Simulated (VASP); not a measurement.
A run of VASP 6.6.1 is set up as follows.

Contents of INCAR:

```
SYSTEM = Be2C
PREC     = Accurate       ! precision mode
ENCUT    = 600            ! plane-wave cutoff, eV
EDIFF    = 1E-6           ! SCF threshold, eV
ISMEAR   = -1             ! smearing method
SIGMA    = 0.15           ! smearing width, eV
LREAL    = .FALSE.        ! projectors in reciprocal space
LASPH    = .TRUE.         ! aspherical terms in the spheres
NELM     = 120            ! most SCF steps
ALGO     = Normal         ! electronic algorithm
ISIF     = 2              ! what is computed and relaxed
LWAVE    = .FALSE.        ! write WAVECAR
LCHARG   = .FALSE.        ! write CHGCAR
GGA      = PE             ! functional
NBANDS   = 11             ! bands
GGA_COMPAT= .FALSE.
```

Contents of KPOINTS:

```
regular mesh
0
G
  14 14 14
  0 0 0
```

File POSCAR:

```
Be2C
1.0
    0.0000000000      2.1650000000      2.1650000000
    2.1650000000      0.0000000000      2.1650000000
    2.1650000000      2.1650000000      0.0000000000
Be C
2 1
Direct
    0.2500000000      0.2500000000      0.2500000000
    0.7500000000      0.7500000000      0.7500000000
    0.0000000000      0.0000000000      0.0000000000
```

Potentials or basis: VASP PAW PBE potentials, release 64 (Be, C).

Launch:

```bash
$ cat potpaw_PBE.64/Be/POTCAR potpaw_PBE.64/C/POTCAR > POTCAR
$ mpirun -np 1 vasp_std > vasp.out
```

(1) What does it give for the band gap on the k mesh?

(2) What does it give for the pressure?

## Answers

(1) 1.16 eV, indirect (least direct gap 4.13 eV).

(2) 0.0 GPa.
